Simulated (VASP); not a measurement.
MgF2, 6 atoms in the cell. Symmetry: P4_2/mnm, No. 136, tetragonal system. Conventional cell: a = 4.622 Å, b = 4.622 Å, c = 2.924 Å, α = 90.00°, β = 90.00°, γ = 90.00°. Within 2.6 Å of Mg (site symmetry mmm) lie 6 F at 1.96 to 1.97 Å. Within 2.8 Å of F (site symmetry m2m) lie 3 Mg at 1.96 to 1.97 Å and 9 F at 2.60 to 2.77 Å.  This cell differs from its parent crystal: uniaxial z strain -4.0%.

| Quantity | Value |
| --- | --- |
| Program | VASP 6.6.1 |
| Task | single point |
| Functional | r2SCAN |
| Potentials or basis | VASP PAW PBE potentials, release 64 (Mg, F) |
| Cutoff | 660 eV |
| k mesh | 6 × 6 × 8 |
| Occupations | gaussian, width 0.01 eV |
| Spin | no spin polarisation |
| Dipole correction | no |
| Further INCAR settings | ALGO = Normal; EDIFF = 1e-06; NBANDS = 25 |

Potentials or basis: VASP PAW PBE potentials, release 64 (Mg, F).

Launch:

```console
$ cat potpaw_PBE.64/Mg/POTCAR potpaw_PBE.64/F/POTCAR > POTCAR
$ cp INCAR.step1 INCAR
$ mpirun -np 1 vasp_std > vasp.out
$ cp INCAR.step2 INCAR
$ mpirun -np 1 vasp_std > vasp.out
```

Hardware: 1 thread of Intel(R) Xeon(R) 6975P-C (Granite Rapids), on a shared host.

Problem. How long does it take, and how much memory?

Solution. Run time: 2.1 min on 1 thread of Intel(R) Xeon(R) 6975P-C (Granite Rapids), on a shared host, peak memory 0.27 GiB. Counts: k points 50.
